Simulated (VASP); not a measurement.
# ZnO (krp) (P6_3mc) in VASP: a series of runs

The runs below take ZnO (krp) through single point, relaxation of cell and atoms, with RPBE.

Program: VASP 6.6.1. These are calculated values, not measurements. Logs are shortened: lines on timing, memory, paths and dates and some standing lists are left out, and cuts for length are marked.

**What was measured.**

From “Electronic structure of alkaline earth and post-transition metal oxides”, 2009, arxiv:0908.1581, for a bulk crystal of ZnO: band gap 3.37 eV.

The results are compared with them further down.

**1. The cell of the first run**

The structure is hexagonal, space group P6_3mc (No. 186). Conventional cell: a = 3.319 Å, b = 3.319 Å, c = 5.354 Å, α = 90.00°, β = 90.00°, γ = 120.00°. Within 2.7 Å of Zn (site symmetry 3m) lie 4 O at 2.02 to 2.03 Å. Within 2.7 Å of O (site symmetry 3m) lie 4 Zn at 2.02 to 2.03 Å.

**2. Single point, RPBE**

Input file INCAR:

```
ALGO     = Normal         # electronic algorithm
EDIFF    = 1E-6           # SCF threshold, eV
ENCUT    = 520            # plane-wave cutoff, eV
GGA      = RP             # functional
ISIF     = 2              # what is computed and relaxed
ISMEAR   = 0              # smearing method
LASPH    = True           # aspherical terms in the spheres
LCHARG   = True           # write CHGCAR
LELF     = True           # ELF
LREAL    = False          # projectors in reciprocal space
LVHAR    = True         
LWAVE    = False          # write WAVECAR
NBANDS   = 26             # bands
NELM     = 100            # most SCF steps
PREC     = Accurate       # precision mode
SIGMA    = 0.02           # smearing width, eV
```

Input file KPOINTS:

```
k-points
0
Gamma
  9 9 6
```

Input file POSCAR:

```
ZnO
1.0
    3.3190179879      0.0000000000      0.0000000000
   -1.6595089939      2.8743538932      0.0000000000
    0.0000000000      0.0000000000      5.3544818787
Zn O
2 2
Direct
    0.3333333333      0.6666666667      0.0018573410
    0.6666666667      0.3333333333      0.5018573410
    0.3333333333      0.6666666667      0.3811426590
    0.6666666667      0.3333333333      0.8811426590
```

Potentials or basis: VASP PAW PBE potentials, release 64 (Zn, O).

Launch:

```bash
cat potpaw_PBE.64/Zn/POTCAR potpaw_PBE.64/O/POTCAR > POTCAR
mpirun -np 1 vasp_std > vasp.out
```

OUTCAR:

```text
EDIFF = 1E-6
   ENCUT = 520
   GGA = RP
   ISIF = 2
   ISMEAR = 0
   LASPH = True
   LREAL = False
   NELM = 100
   PREC = Accurate

 ion  position               nearest neighbor table
   1  0.333  0.667  0.002-   4 2.02   4 2.02   4 2.02   3 2.03
   2  0.667  0.333  0.502-   3 2.02   3 2.02   3 2.02   4 2.03
   3  0.333  0.667  0.381-   2 2.02   2 2.02   2 2.02   1 2.03
   4  0.667  0.333  0.881-   1 2.02   1 2.02   1 2.02   2 2.03

  LATTYP: Found a hexagonal cell.
 ALAT       =     3.3190179879
 C/A-ratio  =     1.6132729314

  Lattice vectors:

 A1 = (   3.3190179879,   0.0000000000,   0.0000000000)
 A2 = (  -1.6595089939,   2.8743538932,   0.0000000000)
 A3 = (   0.0000000000,   0.0000000000,   5.3544818787)

Analysis of symmetry for initial positions (statically):
=====================================================================
 Subroutine PRICEL returns:
 Original cell was already a primitive cell.

 Routine SETGRP: Setting up the symmetry group for a
 hexagonal supercell.

 Subroutine GETGRP returns: Found 12 space group operations
 (whereof  6 operations were pure point group operations)
 out of a pool of 24 trial point group operations.

The static configuration has the point symmetry C_3v.
 The point group associated with its full space group is C_6v.

Analysis of symmetry for dynamics (positions and initial velocities):
=====================================================================
 Subroutine PRICEL returns:
 Original cell was already a primitive cell.

 Routine SETGRP: Setting up the symmetry group for a
 hexagonal supercell.

 Subroutine GETGRP returns: Found 12 space group operations
 (whereof  6 operations were pure point group operations)
 out of a pool of 24 trial point group operations.

The dynamic configuration has the point symmetry C_3v.
 The point group associated with its full space group is C_6v.

 Subroutine INISYM returns: Found 12 space group operations
 (whereof  6 operations are pure point group operations),
 and found     1 'primitive' translations

----------------------------------------------------------------------------------------

                                     Primitive cell

  volume of cell :      51.0819

  direct lattice vectors                    reciprocal lattice vectors
     3.319017988  0.000000000  0.000000000     0.301293938  0.173952136  0.000000000
    -1.659508994  2.874353893  0.000000000     0.000000000  0.347904272  0.000000000
     0.000000000  0.000000000  5.354481879     0.000000000  0.000000000  0.186759433

  length of vectors
     3.319017988  3.319017988  5.354481879     0.347904272  0.347904272  0.186759433

  position of ions in fractional coordinates (direct lattice)
     0.333333333  0.666666667  0.001857341
     0.666666667  0.333333333  0.501857341
     0.333333333  0.666666667  0.381142659
     0.666666667  0.333333333  0.881142659

  ion indices of the primitive-cell ions
   primitive index   ion index
                 1           1
                 2           2
                 3           3
                 4           4

----------------------------------------------------------------------------------------

 KPOINTS: k-points

Automatic generation of k-mesh.
 Grid dimensions read from file:
 generate k-points for:    9    9    6

 Generating k-lattice:

  Cartesian coordinates                     Fractional coordinates (reciprocal lattice)
     0.033477104  0.019328015  0.000000000     0.111111111 -0.000000000  0.000000000
     0.000000000  0.038656030  0.000000000     0.000000000  0.111111111  0.000000000
     0.000000000  0.000000000  0.031126572     0.000000000  0.000000000  0.166666667

  Length of vectors
     0.038656030  0.038656030  0.031126572

  Shift w.r.t. Gamma in fractional coordinates (k-lattice)
     0.000000000  0.000000000  0.000000000

 Subroutine IBZKPT returns following result:
 ===========================================

 Found     48 irreducible k-points:

 Following reciprocal coordinates:
            Coordinates               Weight
  0.000000  0.000000  0.000000      1.000000
  0.111111  0.000000  0.000000      6.000000
  0.222222  0.000000  0.000000      6.000000
  0.333333  0.000000  0.000000      6.000000
  0.444444  0.000000  0.000000      6.000000
  0.111111  0.111111  0.000000      6.000000
[... 16 lines left out ...]
  0.333333  0.222222  0.166667     24.000000
  0.333333  0.333333  0.166667      4.000000
 [... further k-points ...]
   k-points           NKPTS =     48   k-points in BZ     NKDIM =     48   number of bands    NBANDS=     26
   number of dos      NEDOS =    301   number of ions     NIONS =      4
   total plane-waves  NPLWV =  31360
   dimension x,y,z NGX =    28 NGY =   28 NGZ =   40
   dimension x,y,z NGXF=    56 NGYF=   56 NGZF=   80
   ions per type =               2   2
   NGX,Y,Z   is equivalent  to a cutoff of  14.02, 14.02, 12.42 a.u.
   NGXF,Y,Z  is equivalent  to a cutoff of  28.05, 28.05, 24.84 a.u.
 SYSTEM =  unknown system
   PREC   = accura    normal or accurate (medium, high low for compatibility)
   ISTART =      0    job   : 0-new  1-cont  2-samecut
   ICHARG =      2    charge: 1-file 2-atom 10-const
   ISPIN  =      1    spin polarized calculation?
   LNONCOLLINEAR =      F non collinear calculations
   LSORBIT =      F    spin-orbit coupling
   LASPH  =      T    aspherical Exc in radial PAW
   ENCUT  =  520.0 eV  38.22 Ry    6.18 a.u.   6.17  6.17  9.96*2*pi/ulx,y,z
   NELM   =    100;   NELMIN=  2; NELMDL= -5     # of ELM steps
   EDIFF  = 0.1E-05   stopping-criterion for ELM
   LREAL  =      F    real-space projection
   EDIFFG = 0.1E-04   stopping-criterion for IOM
   NSW    =      0    number of steps for IOM
   IBRION =     -1    ionic relax: 0-MD 1-quasi-New 2-CG
   NFREE  =      0    steps in history (QN), initial steepest desc. (CG)
   ISIF   =      2    stress and relaxation
   ISYM   =      2    0-nonsym 1-usesym 2-fastsym
   POTIM  = 0.5000    time-step for ionic-motion
   TEBEG  =    0.0;   TEEND  =   0.0 temperature during run
   PSTRESS=    0.0 pullay stress
   NELECT =      36.0000    total number of electrons
   NUPDOWN=      -1.0000    fix difference up-down
   EMIN   =  10.00;   EMAX   =-10.00  energy-range for DOS
   EFERMI =   0.00;   METHOD = LEGACY
   ISMEAR =     0;   SIGMA  =   0.02  broadening in eV -4-tet -1-fermi 0-gaus
   EFERMI_NEDOS =   21; number of points for ismear=-14 and -15
   IALGO  =     38    algorithm
   IMIX   =      4    mixing-type and parameters
     AMIX     =   0.40;   BMIX     =  1.00
     AMIX_MAG =   1.60;   BMIX_MAG =  1.00
  volume/ion in A,a.u.               =      12.77        86.18
  Fermi-wavevector in a.u.,A,eV,Ry     =   1.456867  2.753079 28.877840  2.122461
  Thomas-Fermi vector in A             =   2.573735
   LORBIT       =      0    0 simple, 1 ext, 2 COOP (PROOUT), +10 PAW based schemes
   GGA     = RP    functional components
   LHFCALC =     F    Hartree Fock is set to
   AEXX    =    0.0000 exact exchange contribution
   IVDW    =     0    specifies the selected vdW correction
   LEPSILON=     F    determine dielectric tensor
   LRPA    =     F    only Hartree local field effects (RPA)
 non-spin polarized calculation
 Gauss-broadening in eV      SIGMA  =   0.02
  energy-cutoff  :      520.00
  volume of cell :       51.08
 maximum number of plane-waves:      1398
 NGX is ok and might be reduce to    28
   NGX = 13   NGY = 13   NGZ = 19

 number of electron      36.0000020 magnetization

 Free energy of the ion-electron system (eV)
  ---------------------------------------------------
  ext. energy  EPLUGINS =         0.00000000
  ---------------------------------------------------
  free energy    TOTEN  =       -16.37639229 eV

  energy without entropy =      -16.37639229  energy(sigma->0) =      -16.37639229

 E-fermi :   0.8815     XC(G=0): -10.2718

 val. band max:        0.7808608026   @ k =   0.0000   0.0000   0.0000
 cond. band min:       1.5540660797   @ k =   0.0000   0.0000   0.0000
 fundamental gap:      0.7732052771
 Fermi energy:         0.8814998370

 k-point     1 :       0.0000    0.0000    0.0000
  band No.  band energies     occupation
      1     -16.8590      2.00000
      2     -16.2553      2.00000
      3      -4.5952      2.00000
      4      -4.5952      2.00000
      5      -4.5570      2.00000
      6      -4.4241      2.00000
[... 18 lines left out ...]
     25      14.5640      0.00000
     26      14.5641      0.00000

 k-point     2 :       0.1111    0.0000    0.0000
  band No.  band energies     occupation
      1     -16.8017      2.00000
      2     -16.2299      2.00000
      3      -4.6500      2.00000
      4      -4.5605      2.00000
      5      -4.5207      2.00000
      6      -4.4255      2.00000
[... 18 lines left out ...]
     25      14.5612      0.00000
     26      14.6833      0.00000

 k-point     3 :       0.2222    0.0000    0.0000
  band No.  band energies     occupation
      1     -16.6497      2.00000
      2     -16.1694      2.00000
      3      -4.7526      2.00000
      4      -4.4921      2.00000
      5      -4.4798      2.00000
      6      -4.3646      2.00000
[... 18 lines left out ...]
     25      14.0560      0.00000
     26      14.6595      0.00000

 k-point     4 :       0.3333    0.0000    0.0000
  band No.  band energies     occupation
      1     -16.4579      2.00000
      2     -16.1130      2.00000
      3      -4.7974      2.00000
      4      -4.5006      2.00000
      5      -4.4066      2.00000
      6      -4.2003      2.00000
[... 18 lines left out ...]
     25      13.8947      0.00000
     26      14.4928      0.00000
[... 496 lines left out ...]
      1     -16.3461      2.00000
      2     -16.1135      2.00000
      3      -4.6274      2.00000
      4      -4.5967      2.00000
      5      -4.3142      2.00000
      6      -4.2487      2.00000
[... 18 lines left out ...]
     25      12.5027      0.00000
     26      15.6307      0.00000

 k-point    23 :       0.3333    0.2222    0.1667
  band No.  band energies     occupation
      1     -16.2234      2.00000
      2     -16.1087      2.00000
      3      -4.6175      2.00000
      4      -4.4219      2.00000
      5      -4.2822      2.00000
      6      -4.1207      2.00000
[... 18 lines left out ...]
     25      13.2478      0.00000
     26      14.5829      0.00000

 k-point    24 :       0.3333    0.3333    0.1667
  band No.  band energies     occupation
      1     -16.1443      2.00000
      2     -16.1443      2.00000
      3      -4.5803      2.00000
      4      -4.3173      2.00000
      5      -4.3173      2.00000
      6      -3.9822      2.00000
[... 18 lines left out ...]
     25      14.0946      0.00000
     26      14.6063      0.00000

 [... further k-points ...]
[... 5 lines left out ...]
  --------------------------------------------------------------------------------------
  -------------------------------------------------------------------------------------
  Total        0.2597314      0.2597314      0.2562827      0.0000000     -0.0000000      0.0000000
  in kB        8.1464377      8.1464377      8.0382685      0.0000000     -0.0000000      0.0000000
  external PRESSURE =       8.1103813 kB  Pullay stress =       0.0000000 kB

 VOLUME and BASIS-vectors are now :
 -----------------------------------------------------------------------------
  energy-cutoff  :      520.00
  volume of cell :       51.08
      direct lattice vectors                 reciprocal lattice vectors
     3.319017988  0.000000000  0.000000000     0.301293938  0.173952136  0.000000000
    -1.659508994  2.874353893  0.000000000     0.000000000  0.347904272  0.000000000
     0.000000000  0.000000000  5.354481879     0.000000000  0.000000000  0.186759433

 POSITION                                       TOTAL-FORCE (eV/Angst)
 -----------------------------------------------------------------------------------
     -0.00000      1.91624      0.00995         0.000000     -0.000000     -0.000758
      1.65951      0.95812      2.68719        -0.000000      0.000000     -0.000758
     -0.00000      1.91624      2.04082        -0.000000      0.000000      0.000758
      1.65951      0.95812      4.71806         0.000000     -0.000000      0.000758
 -----------------------------------------------------------------------------------
    total drift:                               -0.000000      0.000000     -0.003913

  FREE ENERGIE OF THE ION-ELECTRON SYSTEM (eV)
  ---------------------------------------------------
  free  energy   TOTEN  =       -16.3763922875 eV

  energy  without entropy=      -16.3763922875  energy(sigma->0) =      -16.37639229
```

It took 81 s on 1 thread of Intel Xeon Platinum 8488C (Sapphire Rapids), shared host; peak memory 0.2 GiB.

Results:

* Free energy: -16.3764 eV
* Pressure: 0.8 GPa
* Band gap on the k mesh: 0.77 eV, direct

Caveat: the PAW data sets were made with another functional, which shifts forces and pressure a little.

(Part 1 of 2 ends here.)
